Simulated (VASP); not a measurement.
ZnAg, 2 atoms in the cell. Symmetry: Pm-3m, No. 221, cubic system. Conventional cell: a = 3.141 Å, b = 3.141 Å, c = 3.141 Å, α = 90.00°, β = 90.00°, γ = 90.00°. Within 3.6 Å of Zn (site symmetry m-3m) lie 8 Ag at 2.72 Å and 6 Zn at 3.14 Å. Ag (site symmetry m-3m) has 8 Zn at 2.72 Å and 6 Ag at 3.14 Å within 3.6 Å. 

- Program: VASP 6.6.1
- Task: single point
- Functional: r2SCAN
- Potentials or basis: VASP PAW PBE potentials, release 64 (Zn, Ag)
- Cutoff: 520 eV
- k mesh: 10 × 10 × 10
- Occupations: fermi-dirac, width 0.1 eV
- Spin: no spin polarisation
- Dipole correction: no
- Further INCAR settings: ALGO = Normal; EDIFF = 1e-07; NBANDS = 18

Potentials or basis: VASP PAW PBE potentials, release 64 (Zn, Ag).

Run with:

```bash
$ cat potpaw_PBE.64/Zn/POTCAR potpaw_PBE.64/Ag/POTCAR > POTCAR
$ cp INCAR.step1 INCAR
$ mpirun -np 1 vasp_std > vasp.out
$ cp INCAR.step2 INCAR
$ mpirun -np 1 vasp_std > vasp.out
```

Hardware: 1 thread of Intel Xeon 8259CL, with other jobs on the host.

Question: Estimate the wall time of this run.

Answer: It took 120 s on 1 thread of Intel Xeon 8259CL, on a shared host, peak memory 0.17 GiB. Counts: k points 56.
